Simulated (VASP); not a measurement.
# Be16H (a cell with a defect): single point with LDA

System: Be16H (a cell with a defect).

```
Be H
1.0
    -2.29000   -3.96640    0.00000
     3.43500   -1.98320    0.00000
     0.00000    0.00000    7.17686
Be H
16 1
Direct
  0.75035 0.49875 0.99807
  0.49965 0.33166 0.24521
  0.77255 0.51290 0.49894
  0.49946 0.33196 0.75426
  0.49956 0.99584 0.99747
  0.24735 0.83231 0.24633
  0.49968 0.96530 0.49812
  0.24906 0.83244 0.74709
  0.24878 0.49863 0.99807
  0.99967 0.33317 0.24578
  0.22689 0.51295 0.49893
  0.99949 0.33292 0.74873
  0.99956 0.00012 0.99672
  0.75198 0.83231 0.24635
  0.99972 0.01128 0.49669
  0.74988 0.83243 0.74708
  0.49974 0.33067 0.47222
```

```yaml
Program: VASP 6.6.1
Task: single point
Functional: LDA
Potentials_or_basis: VASP PAW LDA potentials, release 64 (Be, H)
Cutoff: 520 eV
k_mesh: 4 × 4 × 3
Occupations: gaussian, width 0.15 eV
Spin: no spin polarisation
Dipole_correction: no
Further_INCAR_settings: LREAL = Auto; ALGO = Normal; EDIFF = 1e-07; NBANDS = 30
```

The pressure is -4.5 GPa, the largest force is 0.014 eV/Å and the band gap on the k mesh is zero (an odd number of electrons rules out a gap without spin polarisation).

Forces in eV/Å, atoms in the order of the input:
```
Be  -0.002  0.008  0.007
Be   0.004 -0.002  0.005
Be   0.001  0.001 -0.002
Be  -0.004 -0.001 -0.003
Be  -0.004  0.002  0.000
Be   0.002 -0.001  0.000
Be   0.000  0.001  0.003
Be  -0.001 -0.002 -0.002
Be  -0.006 -0.005  0.007
Be   0.002  0.000 -0.001
Be  -0.001  0.003 -0.002
Be   0.006 -0.006  0.000
Be  -0.009  0.006 -0.003
Be   0.003 -0.001 -0.001
Be   0.009 -0.002  0.006
Be  -0.001 -0.003 -0.001
H    0.002  0.002 -0.014
```

Stress tensor (GPa, compression positive):
```
-4.59  0.23 -0.02
 0.23 -4.34  0.01
-0.02  0.01 -4.52
```

Levels at points of the mesh, in eV from the Fermi level:
| k point | band 12 | band 13 | band 14 | band 15 | band 16 | band 17 | band 18 | band 19 | band 20 | band 21 |
| --- | --- | --- | --- | --- | --- | --- | --- | --- | --- | --- |
| (0.00, 0.00, 0.00) | -4.38 | -4.11 | -3.75 | -0.86 | 0.05 | 0.35 | 0.52 | 0.86 | 0.98 | 1.25 |
| (0.50, 0.00, 0.00) | -2.99 | -2.52 | -2.48 | -2.43 | -2.40 | -0.38 | -0.10 | 0.33 | 0.42 | 0.47 |
| (0.00, 0.50, 0.00) | -4.12 | -3.81 | -3.71 | -2.78 | -2.63 | -0.16 | 0.61 | 0.64 | 0.77 | 0.85 |
| (0.50, 0.50, 0.00) | -6.42 | -1.32 | -1.14 | -1.03 | -0.91 | -0.53 | 0.26 | 0.44 | 0.52 | 3.80 |

Run time: 2.7 min on 1 thread of Intel Xeon 8259CL (shared host), peak memory 0.23 GiB.

Caveat: the k points lie up to 0.40 Å⁻¹ apart, too coarse for converged energies and pressures of a metal.
